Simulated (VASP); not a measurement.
# As2Pt (Pa-3) in VASP: notebook

As2Pt is run at these levels: PBE; tasks: single point, relaxation of cell and atoms.

Program: VASP 6.6.1. These are calculated values, not measurements. Logs are shortened: lines on timing, memory, paths and dates and some standing lists are left out, and cuts for length are marked.

**1. The cell of the first run**

The structure is cubic, space group Pa-3 (No. 205). Conventional cell: a = 6.058 Å, b = 6.058 Å, c = 6.058 Å, α = 90.00°, β = 90.00°, γ = 90.00°. As (site symmetry 3) has 1 As at 2.45 Å and 3 Pt at 2.53 Å within 3.2 Å. Within 3.3 Å of Pt (site symmetry -3) lie 6 As at 2.53 Å.

**2. Single point, PBE**

The input, INCAR:

```
PREC = Accurate ; ENCUT = 500
EDIFF = 1E-6 ; ISMEAR = 0
SIGMA = 0.02 ; LREAL = F
LASPH = T ; NELM = 120
ALGO = Normal ; ISIF = 2
LWAVE = F ; LCHARG = T
GGA = PE ; LELF = T
LVHAR = T ; NBANDS = 52
GGA_COMPAT = F
```

The input, KPOINTS:

```
Automatic mesh
0
Gamma
  6 6 6
```

The input, POSCAR:

```
As2Pt
1.0
    6.0579236455      0.0000000000      0.0000000000
    0.0000000000      6.0579236455      0.0000000000
    0.0000000000      0.0000000000      6.0579236455
As Pt
8 4
Direct
    0.3834645236      0.3834645236      0.3834645236
    0.1165354764      0.6165354764      0.8834645236
    0.8834645236      0.1165354764      0.6165354764
    0.6165354764      0.8834645236      0.1165354764
    0.6165354764      0.6165354764      0.6165354764
    0.8834645236      0.3834645236      0.1165354764
    0.1165354764      0.8834645236      0.3834645236
    0.3834645236      0.1165354764      0.8834645236
    0.0000000000      0.0000000000      0.0000000000
    0.5000000000      0.0000000000      0.5000000000
    0.5000000000      0.5000000000      0.0000000000
    0.0000000000      0.5000000000      0.5000000000
```

Potentials or basis: VASP PAW PBE potentials, release 64 (As, Pt).

On the command line:

```
$ cat potpaw_PBE.64/As/POTCAR potpaw_PBE.64/Pt/POTCAR > POTCAR
$ mpirun -np 1 vasp_std > vasp.out
```

OUTCAR:

```text
PREC = Accurate
   ENCUT = 500
   EDIFF = 1E-6
   ISMEAR = 0
   LREAL = F
   LASPH = T
   NELM = 120
   ISIF = 2
   GGA = PE

 ion  position               nearest neighbor table
   1  0.383  0.383  0.383-   5 2.45  10 2.53  11 2.53  12 2.53
   2  0.117  0.617  0.883-   6 2.45   9 2.53  11 2.53  12 2.53
   3  0.883  0.117  0.617-   7 2.45   9 2.53  10 2.53  12 2.53
   4  0.617  0.883  0.117-   8 2.45   9 2.53  10 2.53  11 2.53
   5  0.617  0.617  0.617-   1 2.45  10 2.53  11 2.53  12 2.53
   6  0.883  0.383  0.117-   2 2.45   9 2.53  11 2.53  12 2.53
   7  0.117  0.883  0.383-   3 2.45   9 2.53  10 2.53  12 2.53
   8  0.383  0.117  0.883-   4 2.45   9 2.53  10 2.53  11 2.53
   9  0.000  0.000  0.000-   2 2.53   3 2.53   4 2.53   6 2.53   7 2.53   8 2.53
  10  0.500  0.000  0.500-   1 2.53   3 2.53   4 2.53   5 2.53   7 2.53   8 2.53
  11  0.500  0.500  0.000-   1 2.53   2 2.53   4 2.53   5 2.53   6 2.53   8 2.53
  12  0.000  0.500  0.500-   1 2.53   2 2.53   3 2.53   5 2.53   6 2.53   7 2.53

  LATTYP: Found a simple cubic cell.
 ALAT       =     6.0579236455

  Lattice vectors:

 A1 = (   6.0579236455,   0.0000000000,   0.0000000000)
 A2 = (   0.0000000000,   6.0579236455,   0.0000000000)
 A3 = (   0.0000000000,   0.0000000000,   6.0579236455)

Analysis of symmetry for initial positions (statically):
=====================================================================
 Subroutine PRICEL returns:
 Original cell was already a primitive cell.

 Routine SETGRP: Setting up the symmetry group for a
 simple cubic supercell.

 Subroutine GETGRP returns: Found 24 space group operations
 (whereof  6 operations were pure point group operations)
 out of a pool of 48 trial point group operations.

The static configuration has the point symmetry S_6 .
 The point group associated with its full space group is T_h .

Analysis of symmetry for dynamics (positions and initial velocities):
=====================================================================
 Subroutine PRICEL returns:
 Original cell was already a primitive cell.

 Routine SETGRP: Setting up the symmetry group for a
 simple cubic supercell.

 Subroutine GETGRP returns: Found 24 space group operations
 (whereof  6 operations were pure point group operations)
 out of a pool of 48 trial point group operations.

The dynamic configuration has the point symmetry S_6 .
 The point group associated with its full space group is T_h .

 Subroutine INISYM returns: Found 24 space group operations
 (whereof  6 operations are pure point group operations),
 and found     1 'primitive' translations

----------------------------------------------------------------------------------------

                                     Primitive cell

  volume of cell :     222.3163

  direct lattice vectors                    reciprocal lattice vectors
     6.057923645  0.000000000  0.000000000     0.165073061  0.000000000  0.000000000
     0.000000000  6.057923645  0.000000000     0.000000000  0.165073061  0.000000000
     0.000000000  0.000000000  6.057923645     0.000000000  0.000000000  0.165073061

  length of vectors
     6.057923645  6.057923645  6.057923645     0.165073061  0.165073061  0.165073061

  position of ions in fractional coordinates (direct lattice)
     0.383464524  0.383464524  0.383464524
     0.116535476  0.616535476  0.883464524
     0.883464524  0.116535476  0.616535476
     0.616535476  0.883464524  0.116535476
     0.616535476  0.616535476  0.616535476
     0.883464524  0.383464524  0.116535476
     0.116535476  0.883464524  0.383464524
     0.383464524  0.116535476  0.883464524
     0.000000000  0.000000000  0.000000000
     0.500000000  0.000000000  0.500000000
     0.500000000  0.500000000  0.000000000
     0.000000000  0.500000000  0.500000000

  ion indices of the primitive-cell ions
   primitive index   ion index
                 1           1
                 2           2
                 3           3
                 4           4
                 5           5
                 6           6
                 7           7
                 8           8
                 9           9
                10          10
                11          11
                12          12

----------------------------------------------------------------------------------------

 KPOINTS: Automatic mesh

Automatic generation of k-mesh.
 Grid dimensions read from file:
 generate k-points for:    6    6    6

 Generating k-lattice:

  Cartesian coordinates                     Fractional coordinates (reciprocal lattice)
     0.027512177  0.000000000  0.000000000     0.166666667  0.000000000  0.000000000
     0.000000000  0.027512177  0.000000000     0.000000000  0.166666667  0.000000000
     0.000000000  0.000000000  0.027512177     0.000000000  0.000000000  0.166666667

  Length of vectors
     0.027512177  0.027512177  0.027512177

  Shift w.r.t. Gamma in fractional coordinates (k-lattice)
     0.000000000  0.000000000  0.000000000

 Subroutine IBZKPT returns following result:
 ===========================================

 Found     24 irreducible k-points:

 Following reciprocal coordinates:
            Coordinates               Weight
  0.000000  0.000000  0.000000      1.000000
  0.166667  0.000000  0.000000      6.000000
  0.333333  0.000000  0.000000      6.000000
  0.500000  0.000000  0.000000      3.000000
  0.166667  0.166667  0.000000     12.000000
  0.333333  0.166667  0.000000     12.000000
[... 16 lines left out ...]
  0.500000  0.500000  0.333333      6.000000
  0.500000  0.500000  0.500000      1.000000
   k-points           NKPTS =     24   k-points in BZ     NKDIM =     24   number of bands    NBANDS=     52
   number of dos      NEDOS =    301   number of ions     NIONS =     12
   total plane-waves  NPLWV = 110592
   dimension x,y,z NGX =    48 NGY =   48 NGZ =   48
   dimension x,y,z NGXF=    96 NGYF=   96 NGZF=   96
   ions per type =               8   4
   NGX,Y,Z   is equivalent  to a cutoff of  13.17, 13.17, 13.17 a.u.
   NGXF,Y,Z  is equivalent  to a cutoff of  26.35, 26.35, 26.35 a.u.
 SYSTEM =  unknown system
   PREC   = accura    normal or accurate (medium, high low for compatibility)
   ISTART =      0    job   : 0-new  1-cont  2-samecut
   ICHARG =      2    charge: 1-file 2-atom 10-const
   ISPIN  =      1    spin polarized calculation?
   LNONCOLLINEAR =      F non collinear calculations
   LSORBIT =      F    spin-orbit coupling
   LASPH  =      T    aspherical Exc in radial PAW
   ENCUT  =  500.0 eV  36.75 Ry    6.06 a.u.  11.04 11.04 11.04*2*pi/ulx,y,z
   NELM   =    120;   NELMIN=  2; NELMDL= -5     # of ELM steps
   EDIFF  = 0.1E-05   stopping-criterion for ELM
   LREAL  =      F    real-space projection
   EDIFFG = 0.1E-04   stopping-criterion for IOM
   NSW    =      0    number of steps for IOM
   IBRION =     -1    ionic relax: 0-MD 1-quasi-New 2-CG
   NFREE  =      0    steps in history (QN), initial steepest desc. (CG)
   ISIF   =      2    stress and relaxation
   ISYM   =      2    0-nonsym 1-usesym 2-fastsym
   POTIM  = 0.5000    time-step for ionic-motion
   TEBEG  =    0.0;   TEEND  =   0.0 temperature during run
   PSTRESS=    0.0 pullay stress
   NELECT =      80.0000    total number of electrons
   NUPDOWN=      -1.0000    fix difference up-down
   EMIN   =  10.00;   EMAX   =-10.00  energy-range for DOS
   EFERMI =   0.00;   METHOD = LEGACY
   ISMEAR =     0;   SIGMA  =   0.02  broadening in eV -4-tet -1-fermi 0-gaus
   EFERMI_NEDOS =   21; number of points for ismear=-14 and -15
   IALGO  =     38    algorithm
   IMIX   =      4    mixing-type and parameters
     AMIX     =   0.40;   BMIX     =  1.00
     AMIX_MAG =   1.60;   BMIX_MAG =  1.00
  volume/ion in A,a.u.               =      18.53       125.02
  Fermi-wavevector in a.u.,A,eV,Ry     =   1.164433  2.200459 18.448185  1.355903
  Thomas-Fermi vector in A             =   2.300971
   LORBIT       =      0    0 simple, 1 ext, 2 COOP (PROOUT), +10 PAW based schemes
   GGA     = PE    functional components
   LHFCALC =     F    Hartree Fock is set to
   AEXX    =    0.0000 exact exchange contribution
   IVDW    =     0    specifies the selected vdW correction
   LEPSILON=     F    determine dielectric tensor
   LRPA    =     F    only Hartree local field effects (RPA)
 non-spin polarized calculation
 Gauss-broadening in eV      SIGMA  =   0.02
  energy-cutoff  :      500.00
  volume of cell :      222.32
 maximum number of plane-waves:      5676
 NGX is ok and might be reduce to    48
   NGX = 23   NGY = 23   NGZ = 23

 number of electron      80.0000011 magnetization

 Free energy of the ion-electron system (eV)
  ---------------------------------------------------
  ext. energy  EPLUGINS =         0.00000000
  ---------------------------------------------------
  free energy    TOTEN  =       -67.99556941 eV

  energy without entropy =      -67.99556918  energy(sigma->0) =      -67.99556930

 E-fermi :   7.0641     XC(G=0): -11.1301

 val. band max:        7.0055194715   @ k =   0.3333   0.3333   0.0000
 cond. band min:       7.1189723786   @ k =   0.5000   0.5000   0.5000
 fundamental gap:      0.1134529071
 Fermi energy:         7.0640797081

 k-point     1 :       0.0000    0.0000    0.0000
  band No.  band energies     occupation
      1      -6.9477      2.00000
      2      -5.0379      2.00000
      3      -5.0379      2.00000
      4      -5.0379      2.00000
      5      -2.9015      2.00000
      6      -2.9015      2.00000
[... 44 lines left out ...]
     51      12.0551      0.00000
     52      12.0551      0.00000
[... 1263 lines left out ...]
     51      10.9049      0.00000
     52      10.9049      0.00000

------------------------ aborting loop because EDIFF is reached ----------------------------------------

  FORCE on cell =-STRESS in cart. coord.  units (eV):
  Direction    XX          YY          ZZ          XY          YZ          ZX
  --------------------------------------------------------------------------------------
  -------------------------------------------------------------------------------------
  Total        0.0712212      0.0712212      0.0712212      0.0000000     -0.0000000      0.0000000
  in kB        0.5132733      0.5132733      0.5132733      0.0000000     -0.0000000      0.0000000
  external PRESSURE =       0.5132733 kB  Pullay stress =       0.0000000 kB

 VOLUME and BASIS-vectors are now :
 -----------------------------------------------------------------------------
  energy-cutoff  :      500.00
  volume of cell :      222.32
      direct lattice vectors                 reciprocal lattice vectors
     6.057923645  0.000000000  0.000000000     0.165073061  0.000000000  0.000000000
     0.000000000  6.057923645  0.000000000     0.000000000  0.165073061  0.000000000
     0.000000000  0.000000000  6.057923645     0.000000000  0.000000000  0.165073061

 POSITION                                       TOTAL-FORCE (eV/Angst)
 -----------------------------------------------------------------------------------
      2.32300      2.32300      2.32300        -0.018904     -0.018904     -0.018904
      0.70596      3.73492      5.35196         0.018904      0.018904     -0.018904
      5.35196      0.70596      3.73492        -0.018904      0.018904      0.018904
      3.73492      5.35196      0.70596         0.018904     -0.018904      0.018904
      3.73492      3.73492      3.73492         0.018904      0.018904      0.018904
      5.35196      2.32300      0.70596        -0.018904     -0.018904      0.018904
      0.70596      5.35196      2.32300         0.018904     -0.018904     -0.018904
      2.32300      0.70596      5.35196        -0.018904      0.018904     -0.018904
      0.00000      0.00000      0.00000         0.000000      0.000000     -0.000000
      3.02896      0.00000      3.02896         0.000000      0.000000     -0.000000
      3.02896      3.02896      0.00000         0.000000      0.000000     -0.000000
      0.00000      3.02896      3.02896         0.000000      0.000000     -0.000000
 -----------------------------------------------------------------------------------
    total drift:                                0.000000      0.000000     -0.000000

  FREE ENERGIE OF THE ION-ELECTRON SYSTEM (eV)
  ---------------------------------------------------
  free  energy   TOTEN  =       -67.9955694132 eV

  energy  without entropy=      -67.9955691828  energy(sigma->0) =      -67.99556930
```

Wall time 2.6 min (1 thread of AMD EPYC 9R45 (Zen 5), shared host); peak memory 0.41 GiB.

What came out:

```yaml
Free_energy: -67.9956 eV
Pressure: 0.1 GPa
Largest_force: 0.033 eV/Å
Band_gap_on_the_k_mesh: 0.11 eV (least direct gap 0.78 eV)
```

Forces on the atoms (eV/Å):
```
As  -0.019 -0.019 -0.019
As   0.019  0.019 -0.019
As  -0.019  0.019  0.019
As   0.019 -0.019  0.019
As   0.019  0.019  0.019
As  -0.019 -0.019  0.019
As   0.019 -0.019 -0.019
As  -0.019  0.019 -0.019
Pt   0.000  0.000  0.000
Pt   0.000  0.000  0.000
Pt   0.000  0.000  0.000
Pt   0.000  0.000  0.000
```

Levels at points of the mesh, in eV from the valence-band top:
| k point | band 36 | band 37 | band 38 | band 39 | band 40 | band 41 | band 42 | band 43 | band 44 | band 45 |
| --- | --- | --- | --- | --- | --- | --- | --- | --- | --- | --- |
| (0.00, 0.00, 0.00) | -2.41 | -2.41 | -0.93 | -0.93 | -0.93 | 0.57 | 0.57 | 0.57 | 1.72 | 3.88 |
| (0.50, 0.00, 0.00) | -1.85 | -1.19 | -1.19 | -0.83 | -0.83 | 1.44 | 1.44 | 1.57 | 1.57 | 2.60 |
| (0.50, 0.50, 0.00) | -1.95 | -0.54 | -0.54 | -0.54 | -0.54 | 1.83 | 1.83 | 1.83 | 1.83 | 2.14 |
| (0.50, 0.50, 0.50) | -1.02 | -0.67 | -0.67 | -0.67 | -0.67 | 0.11 | 0.11 | 0.11 | 0.11 | 2.83 |

Caveat: spin-orbit coupling is left out, which moves the levels of the heavy elements.

(Continued in part 2 of 2.)
